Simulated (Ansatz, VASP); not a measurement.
# Two plane-wave programs on BaTiO3

Contents of INCAR:

```
SYSTEM = BaTiO3
PREC = Accurate
ENCUT = 520
EDIFF = 1E-6
ISMEAR = 0
SIGMA = 0.01
LREAL = .False.
LASPH = .True.
NELM = 150
ALGO = Normal
ISIF = 2
LWAVE = .False.
LCHARG = .False.
LMAXMIX = 4
LDAU = .True.
LDAUTYPE = 2
LDAUL = -1 2 -1
LDAUU = 0 4 0
LDAUJ = 0 0 0
LDAUPRINT = 1
GGA = PE
NBANDS = 28
```

Contents of KPOINTS:

```
regular mesh
0
Gamma
  6 6 6
  0 0 0
```

The input POSCAR:

```
BaTiO3
1.0
    4.0060000000      0.0000000000      0.0000000000
    0.0000000000      4.0060000000      0.0000000000
    0.0000000000      0.0000000000      4.0060000000
Ba Ti O
1 1 3
Direct
    0.5000000000      0.5000000000      0.5000000000
    0.0000000000      0.0000000000      0.0000000000
    0.5000000000      0.0000000000      0.0000000000
    0.0000000000      0.5000000000      0.0000000000
    0.0000000000      0.0000000000      0.5000000000
```

Input for Ansatz:

```yaml
crystal:
  lattice:
    a: 4.006
    b: 4.006
    c: 4.006
    alpha: 90.0
    beta: 90.0
    gamma: 90.0
  atoms:
    - { symbol: Ba, position: [0.5, 0.5, 0.5] }
    - { symbol: Ti, position: [0.0, 0.0, 0.0] }
    - { symbol: O, position: [0.5, 0.0, 0.0] }
    - { symbol: O, position: [0.0, 0.5, 0.0] }
    - { symbol: O, position: [0.0, 0.0, 0.5] }
basis:
  ecutwfc: 450.0
kpoints:
  mp_grid:
    grid: [6, 6, 6]
hamiltonian:
  xc: pbe
  hubbard:
    - { species: Ti, l: d, u_eff: 4.0 }
scf:
  convergence:
    dr2_threshold: 1.0e-09
  occupations:
    method: fixed
output:
  eigenvalues: true
```

Alike in both runs: task single point; functional PBE; k mesh 6 × 6 × 6; no spin polarisation; Hubbard terms Ti d U = 4.0 eV.

```csv
,VASP,Ansatz
version,VASP 6.6.1,Ansatz 0.2.0
potentials or method,"VASP PAW PBE potentials, release 64 (Ba_sv, Ti_sv, O), cutoff 520 eV","plane waves, PAW"
occupations,"gaussian, width 0.01 eV",fixed
valence electrons in the cell,40,40
```

Ansatz gave:

- gap on the k mesh at the Fermi level (eV): 2.25

Estimate VASP's values.

gap on the k mesh at the Fermi level (eV): 2.21.

The programs project onto different local orbitals, so the same U acts differently, and such runs can settle in different states.

Spin-orbit coupling is off throughout.
